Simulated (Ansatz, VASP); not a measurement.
## One calculation of LaH3, two programs

```
La H
1.0
     3.94068    0.00000    0.00000
     1.97034    3.41273    0.00000
     1.97034    1.13758    3.21755
La H
1 3
Direct
  0.00000 0.00000 0.00000
  0.50000 0.50000 0.50000
  0.75000 0.75000 0.75000
  0.25000 0.25000 0.25000
```

Alike in both runs: task single point; functional r2SCAN; k mesh 2 × 2 × 2; no spin polarisation.

|  | VASP | Ansatz |
| --- | --- | --- |
| version | VASP 6.6.1 | Ansatz 0.2.0 |
| potentials or method | VASP PAW PBE potentials, release 64 (La, H) | plane waves, PAW |
| plane-wave cutoff (eV) | 520 | 500 |
| occupations | methfessel-paxton of order 1, width 0.1 eV | cold, width 0.1 eV |
| valence electrons in the cell | 14 | 14 |

Ansatz gave:

```
pressure (GPa) : 5.7
```

Problem. What did VASP give for the same quantities?

Solution. Pressure (GPa): 5.3.

VASP's potentials were made for PBE, not for r2SCAN.

The k mesh is coarse, so the values compare programs but aren't converged. Neither program's run includes spin-orbit coupling.
